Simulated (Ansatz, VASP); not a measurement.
**Two plane-wave programs on Cu**

```
Cu
1.0
     2.51968    0.00000    0.00000
     0.00000    3.56337    0.00000
     0.00000    0.00000   25.07874
Cu
9
Direct
  0.50000 0.50000 0.30298
  0.00000 0.00000 0.34823
  0.50000 0.50000 0.40029
  0.00000 0.00000 0.44981
  0.50000 0.50000 0.50000
  0.00000 0.00000 0.55019
  0.50000 0.50000 0.59971
  0.00000 0.00000 0.65177
  0.50000 0.50000 0.69702
```

Alike in both runs: functional PBEsol; k mesh 14 × 10 × 1; occupations gaussian, width 0.1 eV; no spin polarisation.

Ansatz relaxed the structure, and its values are those at the end. VASP's run is a single point on that final structure, the one shown.

|  | VASP | Ansatz |
| --- | --- | --- |
| version | VASP 6.6.1 | Ansatz 0.2.0 |
| potentials or method | VASP PAW PBE potentials, release 64 (Cu), cutoff 520 eV | scalar-relativistic, plane waves, PAW |
| valence electrons in the cell | 99 | 171 |

|  | VASP | Ansatz | Ansatz less VASP |
| --- | --- | --- | --- |
| gap on the k mesh at the Fermi level (eV) | none | none | - |
| rms of the force components (eV/Å) | 0.011 | 0.000 | -0.0108 |

VASP's potentials were made for PBE, not for PBEsol. A gap of «none» marks a metal or a gap that the smearing closes. VASP's potentials hold 99 valence electrons a cell and Ansatz's 171, so a difference there can come from the potentials and not from the codes. Ansatz's warnings: xc potential rough in thin density.
